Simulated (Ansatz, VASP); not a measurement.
# Na2C3: VASP beside Ansatz

```xyz
5
Lattice="2.0652 1.1923 6.2787 -2.0652 1.1923 6.2787 0.0000 -2.3846 6.2787" Properties=species:S:1:pos:R:3 pbc="T T T"
Na    0.0000    0.0000   17.0965
Na    0.0000    0.0000    1.7397
C     0.0000   -1.1923    3.1394
C     1.0326    0.5962    3.1394
C    -1.0326    0.5962    3.1394
```

Alike in both runs: task single point; functional PBE; k mesh 6 × 6 × 6; occupations gaussian, width 0.1 eV; collinear spin.

```csv
,VASP,Ansatz
version,VASP 6.6.1,Ansatz 0.2.0
potentials or method,"VASP PAW PBE potentials, release 64 (Na_pv, C), cutoff 520 eV","scalar-relativistic, plane waves, PAW"
valence electrons in the cell,26,30
```

|  | VASP | Ansatz | Ansatz less VASP |
| --- | --- | --- | --- |
| gap on the k mesh at the Fermi level (eV) | none | none | - |
| pressure (GPa) | 23.9 | 23.2 | -0.66 |
| traceless stress, the component that is largest in VASP (GPa) | 35.89 | 35.45 | -0.435 |
| rms of the force components (eV/Å) | 4.426 | 4.341 | -0.0854 |
| net moment per atom (μB) | 0.00 | 0.00 | -0.001 |

Atom by atom the forces differ by 0.085 eV/Å (rms over components). A gap of «none» marks a metal or a gap that the smearing closes. The functional is the same, so the differences come from potentials, cutoffs and numerics. VASP's potentials hold 26 valence electrons a cell and Ansatz's 30, so a difference there can come from the potentials and not from the codes. Ansatz's warnings: seeded moment not kept.
